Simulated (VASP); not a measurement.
# BiSb (anti NiAs type) (P6_3/mmc) in VASP: relaxation of cell and atoms with LDA

Aim: the relaxation of cell and atoms of BiSb (anti NiAs type) with LDA.

Everything below comes from runs of VASP 6.6.1. Logs are shortened: lines on timing, memory, paths and dates and some standing lists are left out, and cuts for length are marked.

## Step 1: The cell of the first run

It takes space group P6_3/mmc (No. 194, hexagonal). The conventional cell has a = 4.104 Å, b = 4.104 Å, c = 6.362 Å, α = 90.00°, β = 90.00°, γ = 120.00°. Within 3.8 Å of Bi (site symmetry -3m) lie 6 Sb at 2.85 Å and 2 Bi at 3.18 Å. Sb (site symmetry -6m2) has 6 Bi at 2.85 Å within 3.8 Å.

## Step 2: Relaxation of cell and atoms, LDA, target pressure 31 GPa, at which the enthalpy is minimised

Contents of INCAR:

```
SYSTEM = BiSb
PREC     = Accurate       ! precision mode
ENCUT    = 600            ! plane-wave cutoff, eV
EDIFF    = 1E-6           ! SCF threshold, eV
ISMEAR   = -1             ! smearing method
SIGMA    = 0.1            ! smearing width, eV
LREAL    = .FALSE.        ! projectors in reciprocal space
LASPH    = .TRUE.         ! aspherical terms in the spheres
NELM     = 80             ! most SCF steps
ALGO     = Normal         ! electronic algorithm
ISIF     = 3              ! what is computed and relaxed
LWAVE    = .FALSE.        ! write WAVECAR
LCHARG   = .FALSE.        ! write CHGCAR
GGA      = CA             ! functional
IBRION   = 2              ! ionic algorithm
NSW      = 60             ! ionic steps
EDIFFG   = -0.005         ! ionic threshold
PSTRESS  = 310.0
```

Contents of KPOINTS:

```
regular mesh
0
G
  9 9 5
  0 0 0
```

Contents of POSCAR:

```
BiSb
1.0
    4.1044757443      0.0000000000      0.0000000000
   -2.0522378721      3.5545802638      0.0000000000
    0.0000000000      0.0000000000      6.3619374036
Bi Sb
2 2
Direct
    0.0000000000      0.0000000000      0.0000000000
    0.0000000000      0.0000000000      0.5000000000
    0.3333333333      0.6666666667      0.2500000000
    0.6666666667      0.3333333333      0.7500000000
```

Potentials or basis: VASP PAW LDA potentials, release 64 (Bi_d, Sb).

Launch:

```console
cat potpaw_LDA.64/Bi_d/POTCAR potpaw_LDA.64/Sb/POTCAR > POTCAR
mpirun -np 1 vasp_std > vasp.out
```

OUTCAR:

```text
SYSTEM = BiSb
   PREC = Accurate
   ENCUT = 600
   EDIFF = 1E-6
   ISMEAR = -1
   LREAL = .FALSE.
   LASPH = .TRUE.
   NELM = 80
   ISIF = 3
   GGA = CA
   IBRION = 2
   NSW = 60
   EDIFFG = -0.005
   PSTRESS = 310.0

 ion  position               nearest neighbor table
   1  0.000  0.000  0.000-   3 2.85   4 2.85   3 2.85   4 2.85   4 2.85   3 2.85   2 3.18   2 3.18

   2  0.000  0.000  0.500-   3 2.85   4 2.85   3 2.85   4 2.85   4 2.85   3 2.85   1 3.18   1 3.18

   3  0.333  0.667  0.250-   1 2.85   2 2.85   1 2.85   2 2.85   1 2.85   2 2.85
   4  0.667  0.333  0.750-   1 2.85   2 2.85   1 2.85   2 2.85   1 2.85   2 2.85

  LATTYP: Found a hexagonal cell.
 ALAT       =     4.1044757443
 C/A-ratio  =     1.5500000000

  Lattice vectors:

 A1 = (   4.1044757443,   0.0000000000,   0.0000000000)
 A2 = (  -2.0522378721,   3.5545802638,   0.0000000000)
 A3 = (   0.0000000000,   0.0000000000,   6.3619374036)

Analysis of symmetry for initial positions (statically):
=====================================================================
 Subroutine PRICEL returns:
 Original cell was already a primitive cell.

 Routine SETGRP: Setting up the symmetry group for a
 hexagonal supercell.

 Subroutine GETGRP returns: Found 24 space group operations
 (whereof 12 operations were pure point group operations)
 out of a pool of 24 trial point group operations.

The static configuration has the point symmetry D_3d.
 The point group associated with its full space group is D_6h.

Analysis of symmetry for dynamics (positions and initial velocities):
=====================================================================
 Subroutine PRICEL returns:
 Original cell was already a primitive cell.

 Routine SETGRP: Setting up the symmetry group for a
 hexagonal supercell.

 Subroutine GETGRP returns: Found 24 space group operations
 (whereof 12 operations were pure point group operations)
 out of a pool of 24 trial point group operations.

The dynamic configuration has the point symmetry D_3d.
 The point group associated with its full space group is D_6h.

 Subroutine INISYM returns: Found 24 space group operations
 (whereof 12 operations are pure point group operations),
 and found     1 'primitive' translations

----------------------------------------------------------------------------------------

                                     Primitive cell

  volume of cell :      92.8187

  direct lattice vectors                    reciprocal lattice vectors
     4.104475744  0.000000000  0.000000000     0.243636474  0.140663584  0.000000000
    -2.052237872  3.554580264  0.000000000     0.000000000  0.281327168  0.000000000
     0.000000000  0.000000000  6.361937404     0.000000000  0.000000000  0.157184822

  length of vectors
     4.104475744  4.104475744  6.361937404     0.281327168  0.281327168  0.157184822

  position of ions in fractional coordinates (direct lattice)
     0.000000000  0.000000000  0.000000000
     0.000000000  0.000000000  0.500000000
     0.333333333  0.666666667  0.250000000
     0.666666667  0.333333333  0.750000000

  ion indices of the primitive-cell ions
   primitive index   ion index
                 1           1
                 2           2
                 3           3
                 4           4

----------------------------------------------------------------------------------------

 KPOINTS: regular mesh

Automatic generation of k-mesh.
 Grid dimensions read from file:
 generate k-points for:    9    9    5

 Generating k-lattice:

  Cartesian coordinates                     Fractional coordinates (reciprocal lattice)
     0.027070719  0.015629287  0.000000000     0.111111111 -0.000000000  0.000000000
     0.000000000  0.031258574  0.000000000     0.000000000  0.111111111  0.000000000
     0.000000000  0.000000000  0.031436964     0.000000000  0.000000000  0.200000000

  Length of vectors
     0.031258574  0.031258574  0.031436964

  Shift w.r.t. Gamma in fractional coordinates (k-lattice)
     0.000000000  0.000000000  0.000000000

 Subroutine IBZKPT returns following result:
 ===========================================

 Found     36 irreducible k-points:

 Following reciprocal coordinates:
            Coordinates               Weight
  0.000000  0.000000  0.000000      1.000000
  0.111111 -0.000000  0.000000      6.000000
  0.222222 -0.000000  0.000000      6.000000
  0.333333  0.000000  0.000000      6.000000
  0.444444 -0.000000  0.000000      6.000000
  0.111111  0.111111  0.000000      6.000000
[... 16 lines left out ...]
  0.333333  0.222222  0.200000     24.000000
  0.333333  0.333333  0.200000      4.000000
 [... further k-points ...]
   k-points           NKPTS =     36   k-points in BZ     NKDIM =     36   number of bands    NBANDS=     24
   number of dos      NEDOS =    301   number of ions     NIONS =      4
   total plane-waves  NPLWV =  69984
   dimension x,y,z NGX =    36 NGY =   36 NGZ =   54
   dimension x,y,z NGXF=    72 NGYF=   72 NGZF=  108
   ions per type =               2   2
   NGX,Y,Z   is equivalent  to a cutoff of  14.58, 14.58, 14.11 a.u.
   NGXF,Y,Z  is equivalent  to a cutoff of  29.16, 29.16, 28.22 a.u.
 SYSTEM =  BiSb
   PREC   = accura    normal or accurate (medium, high low for compatibility)
   ISTART =      0    job   : 0-new  1-cont  2-samecut
   ICHARG =      2    charge: 1-file 2-atom 10-const
   ISPIN  =      1    spin polarized calculation?
   LNONCOLLINEAR =      F non collinear calculations
   LSORBIT =      F    spin-orbit coupling
   LASPH  =      T    aspherical Exc in radial PAW
   ENCUT  =  600.0 eV  44.10 Ry    6.64 a.u.   8.20  8.20 12.71*2*pi/ulx,y,z
   NELM   =     80;   NELMIN=  2; NELMDL= -5     # of ELM steps
   EDIFF  = 0.1E-05   stopping-criterion for ELM
   LREAL  =      F    real-space projection
   EDIFFG = -.5E-02   stopping-criterion for IOM
   NSW    =     60    number of steps for IOM
   IBRION =      2    ionic relax: 0-MD 1-quasi-New 2-CG
   NFREE  =      1    steps in history (QN), initial steepest desc. (CG)
   ISIF   =      3    stress and relaxation
   ISYM   =      2    0-nonsym 1-usesym 2-fastsym
   POTIM  = 0.5000    time-step for ionic-motion
   TEBEG  =    0.0;   TEEND  =   0.0 temperature during run
   PSTRESS=  310.0 pullay stress
   NELECT =      40.0000    total number of electrons
   NUPDOWN=      -1.0000    fix difference up-down
   EMIN   =  10.00;   EMAX   =-10.00  energy-range for DOS
   EFERMI =   0.00;   METHOD = LEGACY
   ISMEAR =    -1;   SIGMA  =   0.10  broadening in eV -4-tet -1-fermi 0-gaus
   EFERMI_NEDOS =   21; number of points for ismear=-14 and -15
   IALGO  =     38    algorithm
   IMIX   =      4    mixing-type and parameters
     AMIX     =   0.40;   BMIX     =  1.00
     AMIX_MAG =   1.60;   BMIX_MAG =  1.00
  volume/ion in A,a.u.               =      23.20       156.59
  Fermi-wavevector in a.u.,A,eV,Ry     =   1.236563  2.336766 20.804517  1.529089
  Thomas-Fermi vector in A             =   2.371167
   LORBIT       =      0    0 simple, 1 ext, 2 COOP (PROOUT), +10 PAW based schemes
   GGA     = CA    functional components
   LHFCALC =     F    Hartree Fock is set to
   AEXX    =    0.0000 exact exchange contribution
   IVDW    =     0    specifies the selected vdW correction
   LEPSILON=     F    determine dielectric tensor
   LRPA    =     F    only Hartree local field effects (RPA)
 conjugate gradient relaxation of ions
 non-spin polarized calculation
  energy-cutoff  :      600.00
  volume of cell :       92.82
 maximum number of plane-waves:      3116
 NGX is ok and might be reduce to    36
   NGX = 17   NGY = 17   NGZ = 25

--------------------------------------- Ionic step        1  -------------------------------------------

 number of electron      40.0000000 magnetization

 Free energy of the ion-electron system (eV)
  ---------------------------------------------------
  ext. energy  EPLUGINS =         0.00000000
  ---------------------------------------------------
  free energy    TOTEN  =       -15.41345544 eV

  energy without entropy =      -15.37140461  energy(sigma->0) =      -15.39243003

------------------------ aborting loop because EDIFF is reached ----------------------------------------

  FORCE on cell =-STRESS in cart. coord.  units (eV):
  Direction    XX          YY          ZZ          XY          YZ          ZX
  --------------------------------------------------------------------------------------
  -------------------------------------------------------------------------------------
  Total       18.7602595     18.7602595     25.3504585      0.0000000     -0.0000000      0.0000000
  in kB      323.8277129    323.8277129    437.5835528      0.0000000     -0.0000000      0.0000000
  external PRESSURE =      51.7463262 kB  Pullay stress =     310.0000000 kB
[... 25 lines left out ...]
  enthalpy is  TOTEN    =         2.5457253255 eV   P V=       17.9591807674

--------------------------------------- Ionic step        2  -------------------------------------------

 number of electron      39.9999990 magnetization

 E-fermi :   9.6742     XC(G=0): -10.8575

 val. band max:        9.6691852297   @ k =   0.1111  -0.0000   0.4000
 cond. band min:       9.7194062440   @ k =   0.2222  -0.0000   0.0000
 fundamental gap:      0.0502210143
 Fermi energy:         9.6741538620

 k-point     1 :       0.0000    0.0000    0.0000
  band No.  band energies     occupation
      1     -13.6541      2.00000
      2     -13.6006      2.00000
      3     -13.6006      2.00000
      4     -13.5465      2.00000
      5     -13.5465      2.00000
      6     -13.5282      2.00000
[... 710 lines left out ...]
  FREE ENERGIE OF THE ION-ELECTRON SYSTEM (eV)
  ---------------------------------------------------
  free  energy   TOTEN  =       -16.5232653465 eV

  energy  without entropy=      -16.4744841953  energy(sigma->0) =      -16.49887477

  enthalpy is  TOTEN    =         2.3892497682 eV   P V=       18.9125151147

[... ionic steps 4 to 28 ...]

--------------------------------------- Ionic step       29  -------------------------------------------

 number of electron      39.9999996 magnetization

------------------------ aborting loop because EDIFF is reached ----------------------------------------

  FORCE on cell =-STRESS in cart. coord.  units (eV):
  Direction    XX          YY          ZZ          XY          YZ          ZX
  --------------------------------------------------------------------------------------
  -------------------------------------------------------------------------------------
  Total       16.5501507     16.5501507     16.5179332      0.0000000     -0.0000000      0.0000000
  in kB      309.8464552    309.8464553    309.2432902      0.0000000     -0.0000000      0.0000000
  external PRESSURE =      -0.3545998 kB  Pullay stress =     310.0000000 kB
[... 65 lines left out ...]
  enthalpy is  TOTEN    =         0.5039289732 eV   P V=       16.5577102140

--------------------------------------- Ionic step       31  -------------------------------------------

 number of electron      39.9999996 magnetization

 Free energy of the ion-electron system (eV)
  ---------------------------------------------------
  ext. energy  EPLUGINS =         0.00000000
  ---------------------------------------------------
  free energy    TOTEN  =       -16.05185628 eV

  energy without entropy =      -15.98715007  energy(sigma->0) =      -16.01950317

 E-fermi :  12.5071     XC(G=0): -11.9129

 val. band max:       12.4571963545   @ k =   0.4444   0.1111   0.0000
 cond. band min:      12.6095529630   @ k =   0.4444   0.1111   0.4000
 fundamental gap:      0.1523566085
 Fermi energy:        12.5071073213

 k-point     1 :       0.0000    0.0000    0.0000
  band No.  band energies     occupation
      1     -10.9594      2.00000
      2     -10.9502      2.00000
      3     -10.8966      2.00000
      4     -10.8966      2.00000
      5     -10.8961      2.00000
      6     -10.8961      2.00000
[... 670 lines left out ...]
  FREE ENERGIE OF THE ION-ELECTRON SYSTEM (eV)
  ---------------------------------------------------
  free  energy   TOTEN  =       -16.0518562782 eV

  energy  without entropy=      -15.9871500651  energy(sigma->0) =      -16.01950317

  enthalpy is  TOTEN    =         0.5039282663 eV   P V=       16.5557845445

 reached required accuracy - stopping structural energy minimisation
```

It took 44 min on 1 thread of Intel Xeon 8259CL, shared host; peak memory 0.28 GiB.

What came out:

- Free energy: -16.0519 eV
- Relaxed volume: 21.39 Å³/atom
- Relaxed cell: a = 3.115 Å, b = 3.115 Å, c = 10.180 Å, α = 90.00°, β = 90.00°, γ = 120.00°
- Space group after relaxing (to 0.1 Å): P6_3/mmc (No. 194)
- Energy change on relaxing (the run minimises the enthalpy): -159.6 meV/atom
- Ionic steps: 31
- Pressure after relaxing: 31.0 GPa
- Band gap on the k mesh: zero (bands 20 and 21 overlap by 8.60 eV)

Step by step:
| step | energy change (eV) | largest force (eV/Å) | pressure (GPa) | volume (Å³) |
| --- | --- | --- | --- | --- |
| 1 | 0.0000 | 0.0000 | 36.17 | 92.82 |
| 2 | -1.9678 | 0.0000 | 17.98 | 103.06 |
| 3 | -1.1098 | 0.0000 | 26.39 | 97.75 |
| 4 | -1.2271 | 0.0000 | 26.60 | 96.71 |
| 5 | -0.8283 | 0.0000 | 29.38 | 91.25 |
| 6 | 3.8543 | 0.0000 | 77.89 | 72.34 |
| 7 | -0.5286 | 0.0000 | 31.54 | 88.59 |
| 8 | 0.5305 | 0.0000 | 43.92 | 81.15 |
| 9 | 1.6999 | 0.0000 | 56.70 | 76.89 |
| 10 | 1.6074 | 0.0000 | 55.86 | 77.10 |
| 11 | 1.5107 | 0.0000 | 54.76 | 77.45 |
| 12 | 1.3619 | 0.0000 | 53.17 | 77.88 |
| 13 | 0.9389 | 0.0000 | 48.65 | 79.19 |
| 14 | 0.1918 | 0.0000 | 40.49 | 81.85 |
| 15 | -0.9571 | 0.0000 | 27.19 | 87.33 |
| 16 | -0.6586 | 0.0000 | 30.78 | 85.67 |
| 17 | -0.6258 | 0.0000 | 31.10 | 85.50 |
| 18 | -0.6259 | 0.0000 | 31.15 | 85.50 |
| 19 | -0.6260 | 0.0000 | 31.17 | 85.50 |
| 20 | -0.6261 | 0.0000 | 31.16 | 85.50 |
| 21 | -0.6263 | 0.0000 | 31.16 | 85.50 |
| 22 | -0.6268 | 0.0000 | 31.17 | 85.51 |
| 23 | -0.6277 | 0.0000 | 31.18 | 85.51 |
| 24 | -0.6295 | 0.0000 | 31.13 | 85.52 |
| 25 | -0.6332 | 0.0000 | 31.10 | 85.54 |
| 26 | -0.6405 | 0.0000 | 31.02 | 85.58 |
| 27 | -0.6429 | 0.0000 | 30.97 | 85.59 |
| 28 | -0.6416 | 0.0000 | 30.97 | 85.58 |
| 29 | -0.6410 | 0.0000 | 30.96 | 85.58 |
| 30 | -0.6403 | 0.0000 | 30.97 | 85.58 |
| 31 | -0.6384 | 0.0000 | 31.01 | 85.57 |

Final structure:
```xyz
4
Lattice="3.1153 0.0000 0.0000 -1.5577 2.6979 0.0000 0.0000 0.0000 10.1804" Properties=species:S:1:pos:R:3 pbc="T T T"
Bi    0.0000    0.0000    0.0000
Bi    0.0000    0.0000    5.0902
Sb    0.0000    1.7986    2.5451
Sb    1.5577    0.8993    7.6353
```

Caveat: the cell is relaxed towards a set pressure, so the run minimises the enthalpy, not the energy; a cell axis changed by over 15 % at a fixed basis, so the end point is rough; spin-orbit coupling is left out, which moves the levels of the heavy elements.

The gap in the log of VASP goes by the Fermi energy; the results here count the filled bands.